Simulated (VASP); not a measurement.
Here is a VASP 6.6.1 calculation.

File INCAR:

```
SYSTEM = ZnO
PREC = Accurate ; ENCUT = 600
EDIFF = 1E-7 ; ISMEAR = 0
SIGMA = 0.01 ; LREAL = .False.
LASPH = .True. ; NELM = 100
ALGO = Normal ; ISIF = 3
LWAVE = .False. ; LCHARG = .False.
GGA = CA ; IBRION = 2
NSW = 80 ; EDIFFG = -0.001
PSTRESS = 70.0
```

File KPOINTS:

```
Automatic mesh
0
Gamma
  12 12 6
  0 0 0
```

The input POSCAR:

```
ZnO
1.0
    3.1869167187      0.0000000000      0.0000000000
   -1.5934583594      2.7599508382      0.0000000000
    0.0000000000      0.0000000000      5.1526262537
Zn O
2 2
Direct
    0.3333333333      0.6666666667      0.0018428872
    0.6666666667      0.3333333333      0.5018428872
    0.3333333333      0.6666666667      0.3802571128
    0.6666666667      0.3333333333      0.8802571128
```

Potentials or basis: VASP PAW LDA potentials, release 64 (Zn, O).

Launch:

```console
$ cat potpaw_LDA.64/Zn/POTCAR potpaw_LDA.64/O/POTCAR > POTCAR
$ mpirun -np 1 vasp_std > vasp.out
```

(1) Estimate the relaxed cell.

(2) Predict the relaxed volume.

Results:

(1) a = 3.152 Å, b = 3.152 Å, c = 5.098 Å, α = 90.00°, β = 90.00°, γ = 120.00°.

(2) 10.96 Å³/atom.

Caveat: the cell is relaxed towards a set pressure, so the run minimises the enthalpy, not the energy.
